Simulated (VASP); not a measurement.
# SnO: single point with r2SCAN

Crystal: SnO.

```
Sn O
1.0
     5.47093    0.00000    0.00000
     0.00000    5.47093    0.00000
     0.00000    0.00000    5.10837
Sn O
4 4
Direct
  0.20879 0.20879 0.50000
  0.79121 0.79121 0.50000
  0.70879 0.29121 0.00000
  0.29121 0.70879 0.00000
  0.82177 0.17823 0.50000
  0.17823 0.82177 0.50000
  0.67823 0.67823 0.00000
  0.32177 0.32177 0.00000
```

| Property | Result |
| --- | --- |
| Program | VASP 6.6.1 |
| Task | single point |
| Functional | r2SCAN |
| Potentials or basis | VASP PAW PBE potentials, release 64 (Sn_d, O) |
| Cutoff | 660 eV |
| k mesh | 8 × 8 × 8 |
| Occupations | gaussian, width 0.01 eV |
| Spin | no spin polarisation |

| Property | Result |
| --- | --- |
| Pressure | 0.4 GPa |
| Largest force | 0.135 eV/Å |
| Band gap on the k mesh | 0.07 eV (least direct gap 0.16 eV) |

Forces on the atoms (eV/Å):
```
Sn   0.095  0.095  0.000
Sn  -0.095 -0.095  0.000
Sn   0.095 -0.095  0.000
Sn  -0.095  0.095  0.000
O   -0.061  0.061  0.000
O    0.061 -0.061  0.000
O    0.061  0.061  0.000
O   -0.061 -0.061  0.000
```

Stress tensor (GPa, compression positive):
```
 0.56  0.00  0.00
 0.00  0.56  0.00
 0.00  0.00 -0.03
```

Levels at points of the mesh, in eV from the valence-band top:
```csv
k point,band 37,band 38,band 39,band 40,band 41,band 42,band 43,band 44
"(0.00, 0.00, 0.00)",-3.08,-3.08,-2.04,-2.04,2.96,3.79,4.10,4.18
"(0.50, 0.00, 0.00)",-2.41,-2.41,-1.52,-1.52,2.75,2.75,3.61,3.61
"(0.50, 0.50, 0.00)",-2.21,-2.21,-1.10,-1.10,1.55,1.55,3.30,3.30
"(0.00, 0.00, 0.50)",-1.76,-1.76,-0.46,-0.46,3.25,3.25,3.36,3.36
"(0.50, 0.00, 0.50)",-1.14,-1.14,-0.40,-0.40,1.67,1.67,1.89,1.89
"(0.50, 0.50, 0.50)",-0.82,-0.82,-0.09,-0.09,0.07,0.07,1.23,1.23
```

Run time: 7.6 min on 4 MPI ranks on AMD EPYC 9R45 96-Core Processor (Zen 5), on a shared host, peak memory 0.77 GiB a rank.

Caveat: semilocal functionals underestimate gaps, and a narrow one can read as zero; the PAW data sets were made with another functional, which shifts forces and pressure a little; spin-orbit coupling is left out, which moves the levels of the heavy elements. A k mesh can miss the band edges.
